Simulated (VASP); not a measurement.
## Ti: single point with revPBE

The system is Ti.

```
CELL_PARAMETERS angstrom
2.18939 0.00000 0.00000
0.00000 2.18939 0.00000
0.00000 0.00000 2.18939
ATOMIC_POSITIONS crystal
Ti 0.00000 0.00000 0.00000
```

This isn't the form of Ti at room conditions, which is hcp.

- Program: VASP 6.6.1
- Task: single point
- Functional: revPBE
- Potentials or basis: VASP PAW PBE potentials, release 64 (Ti_sv)
- Cutoff: 500 eV
- k mesh: 14 × 14 × 14
- Occupations: fermi-dirac, width 0.08 eV
- Spin: no spin polarisation

| Item | Value |
| --- | --- |
| Pressure | 120.5 GPa |
| Band gap on the k mesh | zero (bands 6 and 7 overlap by 4.92 eV) |

Levels at points of the mesh, in eV from the Fermi level:
| k point | band 4 | band 5 | band 6 | band 7 | band 8 | band 9 |
| --- | --- | --- | --- | --- | --- | --- |
| (0.00, 0.00, 0.00) | -30.87 | -6.29 | -3.13 | -3.13 | 6.86 | 6.86 |
| (0.50, 0.00, 0.00) | -30.50 | -1.73 | -1.45 | 1.39 | 2.90 | 2.90 |
| (0.50, 0.50, 0.00) | -30.16 | -6.17 | 0.06 | 3.83 | 3.83 | 9.22 |
| (0.50, 0.50, 0.50) | -33.31 | -3.38 | -3.38 | -3.38 | 9.45 | 9.45 |

Wall time 6 s on 1 thread of Intel(R) Xeon(R) Platinum 8259CL CPU @ 2.50GHz (Skylake/Cascade Lake), on a shared host, peak memory 0.12 GiB.

Caveat: the cell stands under pressure; the PAW data sets were made with another functional, which shifts forces and pressure a little.
